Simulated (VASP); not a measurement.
Here is a VASP 6.6.1 calculation.

The input INCAR:

```
SYSTEM = HfO2
  PREC = Accurate
  ENCUT = 520
  EDIFF = 1E-7
  ISMEAR = -1
  SIGMA = 0.05
  LREAL = .FALSE.
  LASPH = .TRUE.
  NELM = 60
  ALGO = Normal
  ISIF = 2
  LWAVE = .FALSE.
  LCHARG = .TRUE.
  GGA = CA
  LELF = .TRUE.
  LVHAR = .TRUE.
  NBANDS = 56
```

KPOINTS

```
Automatic mesh
0
G
  5 6 5
  0 0 0
```

Contents of POSCAR:

```
HfO2
1.0
    5.3218317680      0.0000000000      0.0000000000
    0.0000000000      5.1029212315      0.0000000000
    0.0000000000      0.0000000000      5.1313902082
Hf O
4 8
Direct
    0.9669940000      0.7325208200      0.7414403500
    0.5330060000      0.7325208200      0.2414403500
    0.4669940000      0.2674791800      0.7414403500
    0.0330060000      0.2674791800      0.2414403500
    0.6321274500      0.9286454000      0.8792672600
    0.8678725500      0.9286454000      0.3792672600
    0.2339485200      0.5398830500      0.4922923900
    0.2660514800      0.5398830500      0.9922923900
    0.7660514800      0.4601169500      0.9922923900
    0.7339485200      0.4601169500      0.4922923900
    0.1321274500      0.0713546000      0.8792672600
    0.3678725500      0.0713546000      0.3792672600
```

Potentials or basis: VASP PAW LDA potentials, release 64 (Hf_pv, O).

Launch:

```bash
$ cat potpaw_LDA.64/Hf_pv/POTCAR potpaw_LDA.64/O/POTCAR > POTCAR
$ mpirun -np 1 vasp_std > vasp.out
```

(1) What does it give for the pressure?

(2) What does it give for the band gap on the k mesh?

(3) What does it give for the largest force?

## Answers

(1) -20.3 GPa.

(2) 4.05 eV (least direct gap 4.27 eV).

(3) 0.269 eV/Å.

Caveat: the cell stands under tension; spin-orbit coupling is left out, which moves the levels of the heavy elements; an odd mesh through Γ misses points on the zone boundary, where band edges can lie.
